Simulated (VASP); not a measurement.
# Bi (Immm) in VASP: notebook

Bi is run at these levels: PBE+D3(BJ); tasks: single point.

Program: VASP 6.6.1. These are calculated values, not measurements. Logs are shortened: lines on timing, memory, paths and dates and some standing lists are left out, and cuts for length are marked.

**1. The cell of the first run**

It takes space group Immm (No. 71, orthorhombic). Conventional cell: a = 3.615 Å, b = 3.645 Å, c = 4.497 Å, α = 90.00°, β = 90.00°, γ = 90.00°. Within 4.5 Å of Bi (site symmetry mmm) lie 14 Bi at 3.41 to 4.50 Å.

**2. Single point, PBE+D3(BJ)**

INCAR reads:

```
  ALGO = Fast
  EDIFF = 1E-7
  ENCUT = 520
  GGA = PE
  ISIF = 2
  ISMEAR = 0
  IVDW = 12
  LASPH = True
  LCHARG = False
  LREAL = False
  LWAVE = False
  NBANDS = 14
  NELM = 60
  PREC = Accurate
  SIGMA = 0.15
```

KPOINTS reads:

```
k-points
0
Gamma
  16 16 16
```

POSCAR reads:

```
Bi
1.0
   -1.8076101438      2.2484906667      1.8223061613
    1.8076101438     -2.2484906667      1.8223061613
    1.8076101438      2.2484906667     -1.8223061613
Bi
1
Direct
    0.0000000000      0.0000000000      0.0000000000
```

Potentials or basis: VASP PAW PBE potentials, release 64 (Bi_d).

Launch:

```sh
cat potpaw_PBE.64/Bi_d/POTCAR > POTCAR
mpirun -np 1 vasp_std > vasp.out
```

OUTCAR:

```text
EDIFF = 1E-7
   ENCUT = 520
   GGA = PE
   ISIF = 2
   ISMEAR = 0
   IVDW = 12
   LASPH = True
   LREAL = False
   NELM = 60
   PREC = Accurate
 IVDW          = 12

 ion  position               nearest neighbor table
   1  0.000  0.000  0.000-

  LATTYP: Found a body centered orthorhombic cell.
 ALAT       =     3.6152202876
 B/A-ratio  =     1.0081300813
 C/A-ratio  =     1.2439024390

  Lattice vectors:

 A1 = (  -1.8076101438,  -2.2484906667,   1.8223061613)
 A2 = (   1.8076101438,  -2.2484906667,  -1.8223061613)
 A3 = (   1.8076101438,   2.2484906667,   1.8223061613)

Analysis of symmetry for initial positions (statically):
=====================================================================
 Subroutine PRICEL returns:
 Original cell was already a primitive cell.

 Routine SETGRP: Setting up the symmetry group for a
 body centered orthorhombic supercell.

 Subroutine GETGRP returns: Found  8 space group operations
 (whereof  8 operations were pure point group operations)
 out of a pool of  8 trial point group operations.

The static configuration has the point symmetry D_2h.

Analysis of symmetry for dynamics (positions and initial velocities):
=====================================================================
 Subroutine PRICEL returns:
 Original cell was already a primitive cell.

 Routine SETGRP: Setting up the symmetry group for a
 body centered orthorhombic supercell.

 Subroutine GETGRP returns: Found  8 space group operations
 (whereof  8 operations were pure point group operations)
 out of a pool of  8 trial point group operations.

The dynamic configuration has the point symmetry D_2h.

 Subroutine INISYM returns: Found  8 space group operations
 (whereof  8 operations are pure point group operations),
 and found     1 'primitive' translations

----------------------------------------------------------------------------------------

                                     Primitive cell

  volume of cell :      29.6263

  direct lattice vectors                    reciprocal lattice vectors
    -1.807610144  2.248490667  1.822306161     0.000000000  0.222371392  0.274377605
     1.807610144 -2.248490667  1.822306161     0.276608317  0.000000000  0.274377605
     1.807610144  2.248490667 -1.822306161     0.276608317  0.222371392  0.000000000

  length of vectors
     3.412325374  3.412325374  3.412325374     0.353174328  0.389609075  0.354910126

  position of ions in fractional coordinates (direct lattice)
     0.000000000  0.000000000  0.000000000

  ion indices of the primitive-cell ions
   primitive index   ion index
                 1           1

----------------------------------------------------------------------------------------

 KPOINTS: k-points

Automatic generation of k-mesh.
 Grid dimensions read from file:
 generate k-points for:   16   16   16

 Generating k-lattice:

  Cartesian coordinates                     Fractional coordinates (reciprocal lattice)
     0.000000000  0.013898212  0.017148600     0.062500000  0.000000000  0.000000000
     0.017288020  0.000000000  0.017148600     0.000000000  0.062500000 -0.000000000
     0.017288020  0.013898212  0.000000000     0.000000000 -0.000000000  0.062500000

  Length of vectors
     0.022073396  0.024350567  0.022181883

  Shift w.r.t. Gamma in fractional coordinates (k-lattice)
     0.000000000  0.000000000  0.000000000

 Subroutine IBZKPT returns following result:
 ===========================================

 Found    621 irreducible k-points:

 Following reciprocal coordinates:
            Coordinates               Weight
  0.000000  0.000000  0.000000      1.000000
  0.062500  0.000000  0.000000      4.000000
  0.125000  0.000000  0.000000      4.000000
  0.187500 -0.000000  0.000000      4.000000
  0.250000  0.000000  0.000000      4.000000
  0.312500  0.000000  0.000000      4.000000
[... 16 lines left out ...]
 -0.187500  0.062500  0.000000      8.000000
 -0.125000  0.062500  0.000000      8.000000
 [... further k-points ...]
   k-points           NKPTS =    621   k-points in BZ     NKDIM =    621   number of bands    NBANDS=     14
   number of dos      NEDOS =    301   number of ions     NIONS =      1
   total plane-waves  NPLWV =  21952
   dimension x,y,z NGX =    28 NGY =   28 NGZ =   28
   dimension x,y,z NGXF=    56 NGYF=   56 NGZF=   56
   ions per type =               1
   NGX,Y,Z   is equivalent  to a cutoff of  13.64, 13.64, 13.64 a.u.
   NGXF,Y,Z  is equivalent  to a cutoff of  27.28, 27.28, 27.28 a.u.
 SYSTEM =  unknown system
   PREC   = accura    normal or accurate (medium, high low for compatibility)
   ISTART =      0    job   : 0-new  1-cont  2-samecut
   ICHARG =      2    charge: 1-file 2-atom 10-const
   ISPIN  =      1    spin polarized calculation?
   LNONCOLLINEAR =      F non collinear calculations
   LSORBIT =      F    spin-orbit coupling
   LASPH  =      T    aspherical Exc in radial PAW
[... 68 lines left out ...]
      8      13.9404      0.00000
      9      14.0623      0.00000
     10      17.8535      0.00000
     11      18.1094      0.00000
     12      19.6190      0.00000
     13      19.8007      0.00000
     14      20.1812      0.00000

 k-point     2 :       0.0625    0.0000    0.0000
  band No.  band energies     occupation
      1     -14.5313      2.00000
      2     -14.5276      2.00000
      3     -14.4720      2.00000
      4     -14.4512      2.00000
      5     -14.3847      2.00000
      6      -5.2584      2.00000
      7      12.9962      0.00000
      8      13.8208      0.00000
      9      13.9074      0.00000
     10      17.5187      0.00000
     11      18.6414      0.00000
     12      19.9070      0.00000
     13      20.0438      0.00000
     14      20.2534      0.00000

 k-point     3 :       0.1250    0.0000    0.0000
  band No.  band energies     occupation
      1     -14.5236      2.00000
      2     -14.5202      2.00000
      3     -14.4633      2.00000
      4     -14.4506      2.00000
      5     -14.3876      2.00000
      6      -5.0442      2.00000
      7      11.2505      0.00000
      8      13.5086      0.00000
      9      13.7022      0.00000
     10      17.0394      0.00000
     11      19.4754      0.00000
     12      19.6263      0.00000
     13      19.6386      0.00000
     14      20.6884      0.00000

 k-point     4 :       0.1875   -0.0000    0.0000
  band No.  band energies     occupation
      1     -14.5178      2.00000
      2     -14.5139      2.00000
      3     -14.4502      2.00000
      4     -14.4414      2.00000
      5     -14.3899      2.00000
      6      -4.6917      2.00000
      7       9.3626      0.00000
      8      12.9929      0.00000
      9      13.5320      0.00000
     10      16.6592      0.00000
     11      18.9603      0.00000
     12      19.0727      0.00000
     13      20.2519      0.00000
     14      21.6763      0.00000

 k-point     5 :       0.2500    0.0000    0.0000
  band No.  band energies     occupation
      1     -14.5213      2.00000
      2     -14.5060      2.00000
      3     -14.4509      2.00000
      4     -14.4090      2.00000
      5     -14.3884      2.00000
      6      -4.2113      2.00000
      7       7.5437      2.00000
      8      12.4660      0.00000
      9      13.3371      0.00000
     10      16.3775      0.00000
     11      18.4339      0.00000
[... 276 lines left out ...]
 k-point    22 :      -0.2500    0.0625    0.0000
  band No.  band energies     occupation
      1     -14.5176      2.00000
      2     -14.5069      2.00000
      3     -14.4511      2.00000
      4     -14.4241      2.00000
      5     -14.3937      2.00000
      6      -4.4560      2.00000
      7       8.6147      0.84580
      8      11.9390      0.00000
      9      13.6130      0.00000
     10      17.0109      0.00000
     11      18.4308      0.00000
     12      19.9202      0.00000
     13      20.2072      0.00000
     14      21.3442      0.00000

 k-point    23 :      -0.1875    0.0625    0.0000
  band No.  band energies     occupation
      1     -14.5213      2.00000
      2     -14.5115      2.00000
      3     -14.4526      2.00000
      4     -14.4503      2.00000
      5     -14.3921      2.00000
      6      -4.8600      2.00000
      7      10.4114      0.00000
      8      12.5109      0.00000
      9      13.8301      0.00000
     10      17.1860      0.00000
     11      18.8687      0.00000
     12      19.4587      0.00000
     13      20.4508      0.00000
     14      20.7736      0.00000

 k-point    24 :      -0.1250    0.0625    0.0000
  band No.  band energies     occupation
      1     -14.5279      2.00000
      2     -14.5190      2.00000
      3     -14.4663      2.00000
      4     -14.4523      2.00000
      5     -14.3880      2.00000
      6      -5.1293      2.00000
      7      12.0528      0.00000
      8      13.1789      0.00000
      9      13.9148      0.00000
     10      17.3273      0.00000
     11      18.8929      0.00000
     12      19.6834      0.00000
     13      20.0428      0.00000
     14      20.8347      0.00000

 [... further k-points ...]

------------------------ aborting loop because EDIFF is reached ----------------------------------------

 Edisp (eV)   -0.53206

 E8    (eV) :    -0.2614

  FORCE on cell =-STRESS in cart. coord.  units (eV):
  Direction    XX          YY          ZZ          XY          YZ          ZX
  --------------------------------------------------------------------------------------
  -------------------------------------------------------------------------------------
  Total       0.29080     0.03866     0.33393     0.00000     0.00000     0.00000
  in kB      15.72639     2.09077    18.05872     0.00000     0.00000     0.00000
  external pressure =       11.96 kB  Pullay stress =        0.00 kB

 VOLUME and BASIS-vectors are now :
 -----------------------------------------------------------------------------
  energy-cutoff  :      520.00
  volume of cell :       29.63
      direct lattice vectors                 reciprocal lattice vectors
    -1.807610144  2.248490667  1.822306161     0.000000000  0.222371392  0.274377605
     1.807610144 -2.248490667  1.822306161     0.276608317  0.000000000  0.274377605
     1.807610144  2.248490667 -1.822306161     0.276608317  0.222371392  0.000000000

 POSITION                                       TOTAL-FORCE (eV/Angst)
 -----------------------------------------------------------------------------------
      0.00000      0.00000      0.00000         0.000000     -0.000000      0.000000
 -----------------------------------------------------------------------------------
    total drift:                               -0.000000     -0.000000     -0.000000

  FREE ENERGIE OF THE ION-ELECTRON SYSTEM (eV)
  ---------------------------------------------------
  free  energy   TOTEN  =        -4.2314225475 eV

  energy  without entropy=       -4.2245572051  energy(sigma->0) =       -4.22798988
```

It took 6.4 min on 1 thread of Intel Xeon 8259CL, shared host; peak memory 0.35 GiB.

What came out:

```yaml
Free_energy: -4.2314 eV
Pressure: 1.2 GPa
Band_gap_on_the_k_mesh: zero (an odd number of electrons rules out a gap without spin polarisation)
Dispersion_energy_per_atom: -0.532 eV
```

Levels at points of the mesh, in eV from the Fermi level:
```
           k point  band 5  band 6  band 7  band 8  band 9  band 10
(0.00, 0.00, 0.00)  -22.98  -13.92    5.21    5.35    5.47     9.26
(0.50, 0.00, 0.00)  -22.91  -10.80   -5.55    2.74    4.27     7.26
(0.00, 0.50, 0.00)  -22.88   -9.98   -5.02    0.59    1.48     4.68
(0.50, 0.50, 0.00)  -22.91  -10.75   -5.53    2.63    4.15     7.13
(0.50, 0.50, 0.50)  -22.90   -8.82   -3.91   -0.69   -0.52     3.41
```

Caveat: the cell differs from its parent crystal (strain +e along x and -e along y -0.1125, strain +e along z and -e/2 along x and y -0.0700); spin-orbit coupling is left out, which moves the levels of the heavy elements.

**3. Single point, PBE+D3(BJ)**

INCAR reads:

```
  PREC = Accurate
  ENCUT = 520
  EDIFF = 1E-7
  ISMEAR = 0
  SIGMA = 0.15
  LREAL = F
  LASPH = T
  NELM = 100
  ALGO = Fast
  ISIF = 2
  LWAVE = F
  LCHARG = F
  GGA = PE
  IVDW = 12
  NBANDS = 14
```

KPOINTS reads:

```
regular mesh
0
Gamma
  16 16 16
```

POSCAR reads:

```
Bi
1.0
   -1.6875926682      2.1284731910      2.0623411126
    1.6875926682     -2.1284731910      2.0623411126
    1.6875926682      2.1284731910     -2.0623411126
Bi
1
Direct
    0.0000000000      0.0000000000      0.0000000000
```

Potentials or basis: VASP PAW PBE potentials, release 64 (Bi_d).

Launch:

```sh
cat potpaw_PBE.64/Bi_d/POTCAR > POTCAR
mpirun -np 1 vasp_std > vasp.out
```

Run time: 7.6 min. Hardware: 1 thread of Intel Xeon 8259CL, shared host; peak memory 0.35 GiB.

Results (log left out):

```
Free energy                : -4.2455 eV
Pressure                   : 2.0 GPa
Band gap on the k mesh     : zero (an odd number of electrons rules out a gap without spin polarisation)
Dispersion energy per atom : -0.533 eV
```

Stress tensor (GPa, compression positive):
```
3.39 0.00 0.00
0.00 1.06 0.00
0.00 0.00 1.43
```

Levels at points of the mesh, in eV from the Fermi level:
| k point | band 5 | band 6 | band 7 | band 8 | band 9 | band 10 |
| --- | --- | --- | --- | --- | --- | --- |
| (0.00, 0.00, 0.00) | -22.97 | -14.00 | 4.34 | 4.42 | 6.74 | 8.57 |
| (0.50, 0.00, 0.00) | -22.93 | -11.32 | -5.72 | 3.75 | 5.48 | 8.49 |
| (0.00, 0.50, 0.00) | -22.92 | -10.08 | -5.25 | 1.00 | 2.16 | 5.23 |
| (0.50, 0.50, 0.00) | -22.92 | -10.17 | -5.33 | 1.27 | 2.54 | 5.56 |
| (0.50, 0.50, 0.50) | -22.90 | -8.90 | -3.28 | -2.85 | 0.97 | 2.60 |

Caveat: the cell differs from its parent crystal (strain +e along x and -e along y -0.1125, strain +e along z and -e/2 along x and y +0.0525); spin-orbit coupling is left out, which moves the levels of the heavy elements.

**4. Single point, PBE+D3(BJ)**

INCAR reads:

```
PREC = Accurate
ENCUT = 520
EDIFF = 1E-7
ISMEAR = 0
SIGMA = 0.15
LREAL = F
LASPH = T
NELM = 100
ALGO = Fast
ISIF = 2
LWAVE = F
LCHARG = F
GGA = PE
IVDW = 12
NBANDS = 14
```

KPOINTS is that of step 3.

POSCAR reads:

```
Bi
1.0
   -1.7904647902      2.2313453130      1.8565968686
    1.7904647902     -2.2313453130      1.8565968686
    1.7904647902      2.2313453130     -1.8565968686
Bi
1
Direct
    0.0000000000      0.0000000000      0.0000000000
```

Launch:

```sh
cat potpaw_PBE.64/Bi_d/POTCAR > POTCAR
mpirun -np 1 vasp_std > vasp.out
```

Run time: 6.8 min. Hardware: 1 thread of Intel Xeon 8259CL, shared host; peak memory 0.35 GiB.

Results (log left out):

```yaml
Free_energy: -4.2356 eV
Pressure: 1.1 GPa
Band_gap_on_the_k_mesh: zero (an odd number of electrons rules out a gap without spin polarisation)
Dispersion_energy_per_atom: -0.531 eV
```

Stress tensor (GPa, compression positive):
```
1.20 0.00 0.00
0.00 0.15 0.00
0.00 0.00 2.01
```

Levels at points of the mesh, in eV from the Fermi level:
```
           k point  band 5  band 6  band 7  band 8  band 9  band 10
(0.00, 0.00, 0.00)  -22.97  -13.91    5.15    5.16    5.68     9.34
(0.50, 0.00, 0.00)  -22.90  -10.87   -5.55    2.85    4.48     7.41
(0.00, 0.50, 0.00)  -22.87  -10.01   -5.03    0.64    1.59     4.75
(0.50, 0.50, 0.00)  -22.90  -10.64   -5.49    2.38    3.94     6.86
(0.50, 0.50, 0.50)  -22.89   -8.77   -3.81   -1.04   -0.31     3.32
```

Caveat: the cell differs from its parent crystal (strain +e along x and -e along y -0.1125, strain +e along z and -e/2 along x and y -0.0525); spin-orbit coupling is left out, which moves the levels of the heavy elements.

**5. Single point, PBE+D3(BJ)**

INCAR reads:

```
SYSTEM = Bi
PREC = Accurate
ENCUT = 520
EDIFF = 1E-7
ISMEAR = 0
SIGMA = 0.15
LREAL = .FALSE.
LASPH = .TRUE.
NELM = 100
ALGO = Fast
ISIF = 2
LWAVE = .FALSE.
LCHARG = .TRUE.
GGA = PE
IVDW = 12
LELF = .TRUE.
LVHAR = .TRUE.
NBANDS = 14
```

KPOINTS reads:

```
Automatic mesh
0
G
  16 16 16
  0 0 0
```

POSCAR reads:

```
Bi
1.0
   -1.8345528424      1.9815130167      2.0623411126
    1.8345528424     -1.9815130167      2.0623411126
    1.8345528424      1.9815130167     -2.0623411126
Bi
1
Direct
    0.0000000000      0.0000000000      0.0000000000
```

Launch:

```sh
cat potpaw_PBE.64/Bi_d/POTCAR > POTCAR
mpirun -np 1 vasp_std > vasp.out
```

It took 14 min on 1 thread of Intel Xeon 8259CL, shared host; peak memory 0.35 GiB.

The run converged. Its results:

- Free energy: -4.2592 eV
- Pressure: 0.4 GPa
- Band gap on the k mesh: zero (an odd number of electrons rules out a gap without spin polarisation)
- Dispersion energy per atom: -0.526 eV

Stress tensor (GPa, compression positive):
```
 0.85  0.00  0.00
 0.00  0.56  0.00
 0.00  0.00 -0.20
```

Levels at points of the mesh, in eV from the Fermi level:
```tsv
k point	band 4	band 5	band 6	band 7	band 8	band 9	band 10	band 11
(0.00, 0.00, 0.00)	-22.99	-22.93	-13.82	5.08	5.10	5.77	9.40	10.03
(0.50, 0.00, 0.00)	-22.96	-22.87	-10.83	-5.45	2.42	4.51	6.99	8.74
(0.00, 0.50, 0.00)	-22.94	-22.86	-10.45	-5.29	1.54	3.29	5.96	7.47
(0.50, 0.50, 0.00)	-22.93	-22.86	-10.31	-5.19	1.16	2.73	5.49	6.91
(0.50, 0.50, 0.50)	-22.89	-22.86	-8.41	-2.72	-2.11	-0.74	3.09	4.10
```

Caveat: the cell differs from its parent crystal (strain +e along x and -e along y -0.0375, strain +e along z and -e/2 along x and y +0.0525); spin-orbit coupling is left out, which moves the levels of the heavy elements.

**6. Summary**

| cell | gap on the mesh (eV) | pressure (GPa) |
| --- | --- | --- |
| a = 3.412 Å, angles 116.0, 97.6, 115.4°, 1 atom | none | 1.2 |
| a = 3.411 Å, angles 120.7, 102.8, 105.6°, 1 atom | none | 2.0 |
| a = 3.411 Å, angles 116.7, 98.3, 114.0°, 1 atom | none | 1.1 |
| a = 3.398 Å, angles 114.6, 108.7, 105.3°, 1 atom | none | 0.4 |

Alike in all rows: task single point; level PBE+D3(BJ); potentials or basis VASP PAW PBE potentials, release 64 (Bi_d); no spin polarisation; k mesh 16 × 16 × 16; cutoff (eV) 520; smearing gaussian 0.15 eV.

Caveats: spin-orbit coupling is left out, which moves the levels of the heavy elements.

Absolute energies hang on the potentials; compare differences alone.
